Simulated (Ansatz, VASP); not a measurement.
## Ca: VASP beside Ansatz

INCAR

```
PREC = Accurate ; ENCUT = 520
EDIFF = 1E-7 ; ISMEAR = 0
SIGMA = 0.1 ; LREAL = False
LASPH = True ; NELM = 100
ALGO = Fast ; ISIF = 2
LWAVE = False ; LCHARG = True
GGA = PS ; LELF = True
LVHAR = True ; NBANDS = 11
```

The input KPOINTS:

```
regular mesh
0
Gamma
  12 12 12
```

The input POSCAR:

```
Ca
1.0
    3.5520801123      0.0000000000      0.0000000000
    0.0000000000      3.5520801123      0.0000000000
    0.0000000000      0.0000000000      3.5520801123
Ca
1
Direct
    0.0000000000      0.0000000000      0.0000000000
```

Input for Ansatz:

```yaml
crystal:
  lattice:
    - [3.5520801123, 0.0, 0.0]
    - [0.0, 3.5520801123, 0.0]
    - [0.0, 0.0, 3.5520801123]
  atoms:
    - { symbol: Ca, position: [0.0, 0.0, 0.0] }
basis:
  ecutwfc: 420
kpoints:
  mp_grid: { grid: [12, 12, 12] }
hamiltonian:
  xc: pbesol
scf:
  occupations: { method: gaussian, width: 0.1 }
output:
  forces: true
  stress: true
  eigenvalues: true
```

Alike in both runs: task single point; functional PBEsol; k mesh 12 × 12 × 12; occupations gaussian, width 0.1 eV; no spin polarisation.

```csv
,VASP,Ansatz
version,VASP 6.6.1,Ansatz 0.2.0
potentials or method,"VASP PAW PBE potentials, release 64 (Ca_sv), cutoff 520 eV","scalar-relativistic, plane waves, PAW"
valence electrons in the cell,10,10
```

```tsv
	VASP	Ansatz	Ansatz less VASP
gap on the k mesh at the Fermi level (eV)	none	none	-
pressure (GPa)	-0.9	-0.9	0.00
```

VASP's potentials were made for PBE, not for PBEsol. A gap of «none» marks a metal or a gap that the smearing closes. With one functional, cell and mesh, what is left measures potentials, basis and numerics.
